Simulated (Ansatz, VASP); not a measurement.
# Two plane-wave programs on TiAl

The input INCAR:

```
SYSTEM = TiAl
PREC = Accurate
ENCUT = 520
EDIFF = 1E-6
ISMEAR = 0
SIGMA = 0.15
LREAL = .False.
LASPH = .True.
NELM = 100
ALGO = Normal
ISIF = 2
LWAVE = .False.
LCHARG = .False.
NBANDS = 14
```

File KPOINTS:

```
Automatic mesh
0
Gamma
  14 14 14
  0 0 0
```

Contents of POSCAR:

```
TiAl
1.0
    3.1240862282      0.0000000000      0.0000000000
    0.0000000000      3.1240862282      0.0000000000
    0.0000000000      0.0000000000      3.1240862282
Ti Al
1 1
Direct
    0.0000000000      0.0000000000      0.0000000000
    0.5000000000      0.5000000000      0.5000000000
```

Input for Ansatz:

```yaml
crystal:
  lattice:
    - [3.1240862282, 0.0, 0.0]
    - [0.0, 3.1240862282, 0.0]
    - [0.0, 0.0, 3.1240862282]
  atoms:
    - { symbol: Ti, position: [0.0, 0.0, 0.0] }
    - { symbol: Al, position: [0.5, 0.5, 0.5] }
basis:
  ecutwfc: 520.0
kpoints:
  mp_grid: { grid: [14, 14, 14] }
hamiltonian:
  xc: lda
  pseudopotentials: { kind: paw, azcp: { folder: soft_1 } }
scf:
  occupations: { method: gaussian, width: 0.15 }
output:
  forces: true
  stress: true
  eigenvalues: true
```

Alike in both runs: task single point; functional LDA; k mesh 14 × 14 × 14; occupations gaussian, width 0.15 eV; no spin polarisation.

|  | VASP | Ansatz |
| --- | --- | --- |
| version | VASP 6.6.1 | Ansatz 0.2.0 |
| potentials or method | VASP PAW LDA potentials, release 64 (Ti_sv, Al), cutoff 520 eV | scalar-relativistic, plane waves, PAW |
| valence electrons in the cell | 15 | 15 |

|  | VASP | Ansatz | Ansatz less VASP |
| --- | --- | --- | --- |
| gap on the k mesh at the Fermi level (eV) | none | none | - |
| pressure (GPa) | 0.2 | 0.0 | -0.19 |

Ansatz warns that its potentials were made for another functional, while VASP's fit it. LDA's correlation is that of Perdew and Zunger in VASP and of Perdew and Wang (1992) in Ansatz. A gap of «none» marks a metal or a gap that the smearing closes.
